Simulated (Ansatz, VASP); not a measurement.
# One calculation of Rh, two programs

File INCAR:

```
SYSTEM = Rh
PREC = Accurate ; ENCUT = 520
EDIFF = 1E-7 ; ISMEAR = -1
SIGMA = 0.1 ; LREAL = .False.
LASPH = .True. ; NELM = 100
ALGO = Normal ; ISIF = 2
LWAVE = .False. ; LCHARG = .False.
GGA = RE ; NBANDS = 22
```

The input KPOINTS:

```
Automatic mesh
0
Gamma
  11 11 11
  0 0 0
```

POSCAR

```
Rh
1.0
    0.0000000000      2.8465885336      2.8465885336
    2.8465885336      0.0000000000      2.8465885336
    2.8465885336      2.8465885336      0.0000000000
Rh
2
Direct
    0.1250000000      0.1250000000      0.1250000000
    0.8750000000      0.8750000000      0.8750000000
```

Input for Ansatz:

```yaml
crystal:
  lattice:
    - [0.0, 2.8465885336, 2.8465885336]
    - [2.8465885336, 0.0, 2.8465885336]
    - [2.8465885336, 2.8465885336, 0.0]
  atoms:
    - { symbol: Rh, position: [0.125, 0.125, 0.125] }
    - { symbol: Rh, position: [0.875, 0.875, 0.875] }
hamiltonian:
  xc: revpbe
  pseudopotentials:
    kind: paw
    azcp:
      Rh: "pseudopotentials/Rh.paw.azcp"
basis:
  ecutwfc: 420
  fft_grid_basis: typed
kpoints:
  mp_grid: { grid: [11, 11, 11], shift: [0, 0, 0] }
magnetization:
  spin_polarized: false
scf:
  occupations: { method: fermi_dirac, width: 0.1 }
  lower_state_search: "off"
output:
  stress: true
  write_density: true
  write_potential: true
  elf: true
  volumetric_format: npy
```

Alike in both runs: task single point; functional revPBE; k mesh 11 × 11 × 11; occupations fermi-dirac, width 0.1 eV; no spin polarisation.

|  | VASP | Ansatz |
| --- | --- | --- |
| version | VASP 6.6.1 | Ansatz 0.2.0 |
| potentials or method | VASP PAW PBE potentials, release 64 (Rh_pv), cutoff 520 eV | plane waves (420 eV) with PAW, scalar-relativistic |
| valence electrons in the cell | 30 | 34 |

|  | VASP | Ansatz | Ansatz less VASP |
| --- | --- | --- | --- |
| pressure (GPa) | -7.4 | -7.4 | -0.08 |

VASP's potentials were made for PBE, not for revPBE. With one functional, cell and mesh, what is left measures potentials, basis and numerics. VASP's potentials hold 30 valence electrons a cell and Ansatz's 34, so a difference there can come from the potentials and not from the codes.
